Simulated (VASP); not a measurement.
A run of VASP 6.6.1 is set up as follows.

INCAR

```
SYSTEM = InPd
PREC     = Accurate       ! precision mode
ENCUT    = 520            ! plane-wave cutoff, eV
EDIFF    = 1E-7           ! SCF threshold, eV
ISMEAR   = 0              ! smearing method
SIGMA    = 0.15           ! smearing width, eV
LREAL    = .FALSE.        ! projectors in reciprocal space
LASPH    = .TRUE.         ! aspherical terms in the spheres
NELM     = 80             ! most SCF steps
ALGO     = Fast           ! electronic algorithm
ISIF     = 2              ! what is computed and relaxed
LWAVE    = .FALSE.        ! write WAVECAR
LCHARG   = .TRUE.         ! write CHGCAR
GGA      = PS             ! functional
LELF     = .TRUE.         ! ELF
LVHAR    = .TRUE.       
NBANDS   = 18             ! bands
```

File KPOINTS:

```
regular mesh
0
G
  16 16 16
  0 0 0
```

File POSCAR:

```
InPd
1.0
    3.3130393037     -0.3545318812     -0.3545318812
   -0.3545318812      3.3130393037     -0.3545318812
   -0.3545318812     -0.3545318812      3.3130393037
In Pd
1 1
Direct
    0.0000000000      0.0000000000      0.0000000000
    0.5000000000      0.5000000000      0.5000000000
```

Potentials or basis: VASP PAW PBE potentials, release 64 (In_d, Pd).

Command:

```console
$ cat potpaw_PBE.64/In_d/POTCAR potpaw_PBE.64/Pd/POTCAR > POTCAR
$ mpirun -np 1 vasp_std > vasp.out
```

(1) What does it give for the band gap on the k mesh?

(2) What does it give for the pressure?

## Answers

(1) zero (an odd number of electrons rules out a gap without spin polarisation).

(2) 31.2 GPa.

Caveat: the cell stands under pressure; the PAW data sets were made with another functional, which shifts forces and pressure a little; spin-orbit coupling is left out, which moves the levels of the heavy elements.
